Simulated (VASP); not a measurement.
TiTe2:

```xyz
3
Lattice="3.6960 0.0000 0.0000 -1.8480 3.2008 0.0000 0.0000 0.0000 6.3839" Properties=species:S:1:pos:R:3 pbc="T T T"
Ti    0.0000    0.0000    0.0000
Te    1.8480    1.0669    1.7314
Te    0.0000    2.1339    4.6525
```

Base run:

- Program: VASP 6.6.1
- Functional: r2SCAN
- Dispersion: D3(BJ)
- Potentials or basis: VASP PAW PBE potentials, release 64 (Ti_sv, Te)
- Cutoff: 520 eV
- k mesh: 12 × 12 × 8
- Occupations: gaussian, width 0.1 eV
- Spin: no spin polarisation

Its results: band gap on the k mesh zero (bands 12 and 13 overlap by 0.81 eV); pressure 2.1 GPa; largest force 0.241 eV/Å.

Task: The run is repeated on the same cell with these changes: dispersion from D3(BJ) to none. What comes out?

Result: Band gap on the k mesh zero (bands 12 and 13 overlap by 0.81 eV); pressure 3.7 GPa; largest force 0.246 eV/Å.

Dispersion adds attraction, which lowers the pressure at fixed volume and, as a term added to the energy, leaves the levels alone.

Caveats: the PAW data sets were made with another functional, which shifts forces and pressure a little; spin-orbit coupling is left out, which moves the levels of the heavy elements; the cell stands under pressure (at least some runs).
